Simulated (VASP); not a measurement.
Input of a VASP 6.6.1 run:

The input POSCAR:

```
PbS
1.0
    2.1005109999      1.2127305912      3.4301896765
   -2.1005109999      1.2127305912      3.4301896765
    0.0000000000     -2.4254611824      3.4301896765
Pb S
1 1
Direct
    0.9781436749      0.9781436749      0.9781436749
    0.4774576551      0.4774576551      0.4774576551
```

File INCAR.step1:

```
PREC     = Accurate       # precision mode
ENCUT    = 500            # plane-wave cutoff, eV
EDIFF    = 1E-8           # SCF threshold, eV
ISMEAR   = 0              # smearing method
SIGMA    = 0.01           # smearing width, eV
LREAL    = False          # projectors in reciprocal space
LASPH    = True           # aspherical terms in the spheres
NELM     = 100            # most SCF steps
ALGO     = Normal         # electronic algorithm
LWAVE    = True           # write WAVECAR
LCHARG   = False          # write CHGCAR
METAGGA  = R2SCAN         # meta-GGA
LMIXTAU  = True
```

Contents of INCAR.step2:

```
PREC     = Accurate       # precision mode
ENCUT    = 500            # plane-wave cutoff, eV
EDIFF    = 1E-8           # SCF threshold, eV
ISMEAR   = 0              # smearing method
SIGMA    = 0.01           # smearing width, eV
LREAL    = False          # projectors in reciprocal space
LASPH    = True           # aspherical terms in the spheres
NELM     = 1              # most SCF steps
ALGO     = Exact          # electronic algorithm
LWAVE    = True           # write WAVECAR
LCHARG   = False          # write CHGCAR
METAGGA  = R2SCAN         # meta-GGA
LMIXTAU  = True         
NBANDS   = 96             # bands
LOPTICS  = True           # frequency-dependent dielectric function
ISTART   = 1
```

The input INCAR.step3:

```
PREC     = Accurate       # precision mode
ENCUT    = 500            # plane-wave cutoff, eV
EDIFF    = 1E-8           # SCF threshold, eV
ISMEAR   = 0              # smearing method
SIGMA    = 0.01           # smearing width, eV
LREAL    = False          # projectors in reciprocal space
LASPH    = True           # aspherical terms in the spheres
ALGO     = EVGW0          # electronic algorithm
LWAVE    = False          # write WAVECAR
LCHARG   = False          # write CHGCAR
METAGGA  = R2SCAN         # meta-GGA
LMIXTAU  = True         
NELMGW   = 1            
NBANDS   = 96             # bands
ENCUTGW  = 80.0           # cutoff of the response function
NOMEGA   = 96             # frequency points
PRECFOCK = Fast         
ISTART   = 1            
NBANDSGW = 19           
OMEGAMAX = 20
```

Contents of KPOINTS:

```
regular mesh
0
Gamma
  6 6 6
```

Potentials or basis: VASP PAW PBE potentials, release 64 (Pb_d_GW, S_GW).

Command:

```console
$ cat potpaw_PBE.64/Pb_d_GW/POTCAR potpaw_PBE.64/S_GW/POTCAR > POTCAR
$ cp INCAR.step1 INCAR
$ mpirun -np 1 vasp_std > vasp.out
$ cp INCAR.step2 INCAR
$ mpirun -np 1 vasp_std > vasp.out
$ cp INCAR.step3 INCAR
$ mpirun -np 1 vasp_std > vasp.out
```

Q: What does it give for the quasiparticle gap?

A: 0.76 eV.

Q: Predict the least direct quasiparticle gap.

A: 0.76 eV.

Q: Estimate the least direct gap of the starting levels on the mesh.

A: 0.64 eV.

Q: Predict the band gap of the starting levels on the mesh.

A: 0.64 eV.

Caveat: bands, screening cutoff and mesh are small and nothing is extrapolated, so the quasiparticle values aren't converged; spin-orbit coupling is left out, which moves the levels of the heavy elements.
